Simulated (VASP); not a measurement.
Write the native input for VASP 6.6.1 that does the following.

```
Task                   : relaxation of cell and atoms
Functional             : PBE
Potentials or basis    : VASP PAW PBE potentials, release 64 (Al, As)
Cutoff                 : 600 eV
k mesh                 : 6 × 6 × 4
Occupations            : gaussian, width 0.1 eV
Spin                   : no spin polarisation
Dipole correction      : no
Further INCAR settings : ALGO = Fast; EDIFF = 1e-06; IBRION = 2; EDIFFG = -0.04; NSW = 90; ISIF = 3
```

The structure of Al5As lies in POSCAR:

```
Al5As
1.0
    4.0864246200      0.0000000000      0.0000000000
   -2.0432123100      3.5389475300      0.0000000000
    0.0000000000      0.0000000000      7.1391072700
Al As
5 1
Direct
    0.3333333300      0.6666666700      0.0000000000
    0.3333333300      0.6666666700      0.2842837800
    0.3333333300      0.6666666700      0.7157162200
    0.6666666700      0.3333333300      0.0000000000
    0.3333333300      0.6666666700      0.5000000000
    0.6666666700      0.3333333300      0.5000000000
```

The cell was generated, and may not be a known phase.

One way to write it, as run:

INCAR

```
  ALGO = Fast
  EDIFF = 1E-6
  EDIFFG = -0.04
  ENCUT = 600
  GGA = PE
  IBRION = 2
  ISIF = 3
  ISMEAR = 0
  LASPH = T
  LCHARG = F
  LREAL = F
  LWAVE = F
  NELM = 100
  NSW = 90
  PREC = Accurate
  SIGMA = 0.1
```

KPOINTS

```
k-points
0
Gamma
  6 6 4
```

Potentials or basis: VASP PAW PBE potentials, release 64 (Al, As).

Launch:

```sh
$ cat potpaw_PBE.64/Al/POTCAR potpaw_PBE.64/As/POTCAR > POTCAR
$ mpirun -np 1 vasp_std > vasp.out
```

Results of the run:

```
Relaxed volume                        : 27.86 Å³/atom
Relaxed cell                          : a = 4.310 Å, b = 4.310 Å, c = 10.391 Å, α = 90.00°, β = 90.00°, γ = 120.00°
Space group after relaxing (to 0.1 Å) : P-6m2 (No. 187)
Pressure after relaxing               : -0.1 GPa
Largest force after relaxing          : 0.034 eV/Å
Band gap on the k mesh                : zero (bands 10 and 11 overlap by 1.03 eV)
```

Caveat: the volume moved by over 15 % at a fixed basis, so the end points are rough.

Wall time 25 min on 1 thread of Intel(R) Xeon(R) Platinum 8488C (Sapphire Rapids), on a shared host, peak memory 0.3 GiB.
